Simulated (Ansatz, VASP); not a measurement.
# Bi: VASP beside Ansatz

```xyz
2
Lattice="2.2048 1.2729 3.9540 -2.2048 1.2729 3.9540 0.0000 -2.5459 3.9540" Properties=species:S:1:pos:R:3 pbc="T T T"
Bi    0.0000    0.0000    2.7744
Bi    0.0000    0.0000    9.0876
```

Change from the starting cell: equal xx and yy strain of -3 %.

Alike in both runs: task single point; functional PBE; k mesh 11 × 11 × 11; occupations fermi-dirac, width 0.03 eV; no spin polarisation.

```csv
,VASP,Ansatz
version,VASP 6.6.1,Ansatz 0.2.0
potentials or method,"VASP PAW PBE potentials, release 64 (Bi_d), cutoff 520 eV","all-electron LAPW, scalar-relativistic"
```

Ansatz gave:

* pressure (GPa): 5.5
* traceless stress, the component that is largest in VASP (GPa): -0.86
* rms of the force components (eV/Å): 0.273

Q: What did VASP give for the same quantities?

A: Pressure (GPa): 5.5; traceless stress, the component that is largest in VASP (GPa): -0.86; rms of the force components (eV/Å): 0.277.

Atom by atom the forces differ by 0.004 eV/Å (rms over components). Ansatz ran all-electron here, and VASP with PAW potentials.

Spin-orbit coupling is off throughout.
